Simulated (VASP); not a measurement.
A run of VASP 6.6.1:

File INCAR:

```
SYSTEM = MgZnTe2
ALGO = Normal ; EDIFF = 1E-7
ENCUT = 520 ; GGA = PE
ISIF = 2 ; ISMEAR = 0
LASPH = .TRUE. ; LCHARG = .FALSE.
LREAL = .FALSE. ; LWAVE = .FALSE.
NBANDS = 21 ; NELM = 100
PREC = Accurate ; SIGMA = 0.01
```

The input KPOINTS:

```
k-points
0
G
  6 6 4
  0 0 0
```

Contents of POSCAR:

```
MgZnTe2
1.0
    4.4327149066      0.0000000000      0.0000000000
    0.0000000000      4.4327149066      0.0000000000
    0.0000000000      0.0000000000      6.3419944418
Mg Te Zn
1 2 1
Direct
    0.0000000000      0.0000000000      0.0000000000
    0.0000000000      0.5000000000      0.2649431998
    0.5000000000      0.0000000000      0.7350568002
    0.5000000000      0.5000000000      0.5000000000
```

Potentials or basis: VASP PAW PBE potentials, release 64 (Mg, Te, Zn).

Launch:

```bash
$ cat potpaw_PBE.64/Mg/POTCAR potpaw_PBE.64/Te/POTCAR potpaw_PBE.64/Zn/POTCAR > POTCAR
$ mpirun -np 1 vasp_std > vasp.out
```

Hardware: 1 thread of Intel(R) Xeon(R) Platinum 8375C CPU @ 2.90GHz (Ice Lake), with other jobs on the host.

**Question.** Estimate the wall time of this run.

**Answer.** Run time: 60 s on 1 thread of Intel(R) Xeon(R) Platinum 8375C CPU @ 2.90GHz (Ice Lake), with other jobs on the host, peak memory 0.29 GiB. Counts: scf iterations 15, k points 30.
